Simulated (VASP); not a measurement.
Ir, 5 atoms in the cell. The cell holds a slab with vacuum, 5 atoms: a = 2.719 Å, b = 2.719 Å, c = 23.691 Å, α = 90.00°, β = 90.00°, γ = 90.00°. 

* Program: VASP 6.6.1
* Task: single point
* Functional: r2SCAN
* Potentials or basis: VASP PAW PBE potentials, release 64 (Ir_sv_GW)
* Cutoff: 460 eV
* k mesh: 15 × 15 × 1
* Occupations: fermi-dirac, width 0.1 eV
* Spin: no spin polarisation
* Dipole correction: yes
* Further INCAR settings: ALGO = Normal; EDIFF = 1e-06; NBANDS = 50

Potentials or basis: VASP PAW PBE potentials, release 64 (Ir_sv_GW).

The run is started by

```console
$ cat potpaw_PBE.64/Ir_sv_GW/POTCAR > POTCAR
$ cp INCAR.step1 INCAR
$ mpirun -np 1 vasp_std > vasp.out
$ cp INCAR.step2 INCAR
$ mpirun -np 1 vasp_std > vasp.out
```

Hardware: 1 thread of Intel(R) Xeon(R) 6975P-C (Granite Rapids), with other jobs on the host.

Problem. How long does it take, and how much memory?

Solution. It took 15 min on 1 thread of Intel(R) Xeon(R) 6975P-C (Granite Rapids), on a shared host, peak memory 0.38 GiB. Counts: k points 36.
